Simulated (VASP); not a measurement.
Set up this calculation in VASP 6.6.1, as the native input.

```yaml
Task: single point
Functional: PBE
Potentials_or_basis: VASP PAW PBE potentials, release 64 (Rb_sv, Na_pv, O)
Cutoff: 520 eV
k_mesh: 6 × 8 × 6
Occupations: gaussian, width 0.01 eV
Spin: no spin polarisation
Dipole_correction: no
Further_INCAR_settings: ALGO = Normal; EDIFF = 1e-06; NBANDS = 32
```

The structure of Rb3NaO2 lies in POSCAR:

```
Rb3NaO2
1.0
    6.2337621801      0.0000000000      0.0191624628
    0.0000000000      4.1709123945      0.0000000000
   -0.9299321987      0.0000000000      6.1959089276
Rb Na O
3 1 2
Direct
    0.4184537324      0.5000000000      0.5057852381
    0.6030469121      0.0000000000      0.0632179381
    0.9754380773      0.0000000000      0.6907808740
    0.0416806792      0.5000000000      0.1295721835
    0.1820460008      0.0000000000      0.2710725180
    0.7538363981      0.5000000000      0.8418677984
```

One way to write it, as run:

INCAR

```
SYSTEM = Rb3NaO2
PREC     = Accurate       ! precision mode
ENCUT    = 520            ! plane-wave cutoff, eV
EDIFF    = 1E-6           ! SCF threshold, eV
ISMEAR   = 0              ! smearing method
SIGMA    = 0.01           ! smearing width, eV
LREAL    = .False.        ! projectors in reciprocal space
LASPH    = .True.         ! aspherical terms in the spheres
NELM     = 100            ! most SCF steps
ALGO     = Normal         ! electronic algorithm
ISIF     = 2              ! what is computed and relaxed
LWAVE    = .False.        ! write WAVECAR
LCHARG   = .False.        ! write CHGCAR
GGA      = PE             ! functional
NBANDS   = 32             ! bands
```

KPOINTS

```
Automatic mesh
0
Gamma
  6 8 6
  0 0 0
```

Potentials or basis: VASP PAW PBE potentials, release 64 (Rb_sv, Na_pv, O).

The run is started by

```bash
$ cat potpaw_PBE.64/Rb_sv/POTCAR potpaw_PBE.64/Na_pv/POTCAR potpaw_PBE.64/O/POTCAR > POTCAR
$ mpirun -np 1 vasp_std > vasp.out
```

It gave:

```json
{
 "Pressure": "0.1 GPa",
 "Largest force": "0.013 eV/Å",
 "Band gap on the k mesh": "0.60 eV (least direct gap 0.75 eV)"
}
```

Caveat: semilocal functionals underestimate gaps, and a narrow one can read as zero.

It took 11 min on 1 thread of Intel Xeon 8259CL, with other jobs on the host, peak memory 0.55 GiB.
